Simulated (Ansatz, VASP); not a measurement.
**Two plane-wave programs on Ir**

```
Ir
1.0
     0.00000    2.04109    1.74901
     2.04109    0.00000    1.74901
     2.04109    2.04109    0.00000
Ir
1
Direct
  0.00000 0.00000 0.00000
```

Alike in both runs: task single point; functional LDA; k mesh 22 × 22 × 22; occupations gaussian, width 0.15 eV; no spin polarisation.

```csv
,VASP,Ansatz
version,VASP 6.6.1,Ansatz 0.2.0
potentials or method,"VASP PAW LDA potentials, release 64 (Ir), cutoff 520 eV","scalar-relativistic, plane waves, PAW"
valence electrons in the cell,9,17
```

Ansatz gave:

```
gap on the k mesh at the Fermi level (eV)                     : none
pressure (GPa)                                                : -14.0
traceless stress, the component that is largest in VASP (GPa) : 28.33
```

Question: What did VASP give for the same quantities?

Answer: gap on the k mesh at the Fermi level (eV): none; pressure (GPa): -11.9; traceless stress, the component that is largest in VASP (GPa): 28.15.

LDA's correlation is that of Perdew and Zunger in VASP and of Perdew and Wang (1992) in Ansatz. A gap of «none» marks a metal or a gap that the smearing closes. VASP's potentials hold 9 valence electrons a cell and Ansatz's 17, so a difference there can come from the potentials and not from the codes.

Spin-orbit coupling is off throughout.
